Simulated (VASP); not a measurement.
Crystal: AlN.

```
Al N
1.0
     3.08862    0.00000    0.00000
    -1.54431    2.67482    0.00000
     0.00000    0.00000    5.14133
Al N
2 2
Direct
  0.33333 0.66667 0.00152
  0.66667 0.33333 0.50152
  0.33333 0.66667 0.38348
  0.66667 0.33333 0.88348
```

This cell differs from its parent crystal: engineering shear strain xz +0.0000, normal strain along z +0.0400.

```yaml
Program: VASP 6.6.1
Task: relaxation of the atoms
Functional: LDA
Potentials_or_basis: VASP PAW LDA potentials, release 64 (Al, N)
Cutoff: 520 eV
k_mesh: 9 × 9 × 6
Occupations: gaussian, width 0.05 eV
Spin: no spin polarisation
```

At the start: pressure -6.5 GPa; volume 10.62 Å³/atom.

Task: Where does the relaxation end?

Result: Over 3 steps the energy falls by 3.0 meV/atom; space group P6_3mc (No. 186, to 0.05 Å).

The path:
| step | energy change (eV) | largest force (eV/Å) | pressure (GPa) |
| --- | --- | --- | --- |
| 1 | 0.0000 | 0.3507 | -6.46 |
| 2 | -0.0118 | 0.0148 | -6.79 |
| 3 | -0.0118 | 0.0023 | -6.77 |

Final structure:
```yaml
crystal:
  lattice:
    - [3.08862, 0.00000, 0.00000]
    - [-1.54431, 2.67482, 0.00000]
    - [0.00000, 0.00000, 5.14133]
  atoms:
    - { symbol: Al, position: [0.33333, 0.66667, 0.00469] }
    - { symbol: Al, position: [0.66667, 0.33333, 0.50469] }
    - { symbol: N, position: [0.33333, 0.66667, 0.38031] }
    - { symbol: N, position: [0.66667, 0.33333, 0.88031] }
```

Caveat: the cell differs from its parent crystal (engineering shear strain xz +0.0000, normal strain along z +0.0400).
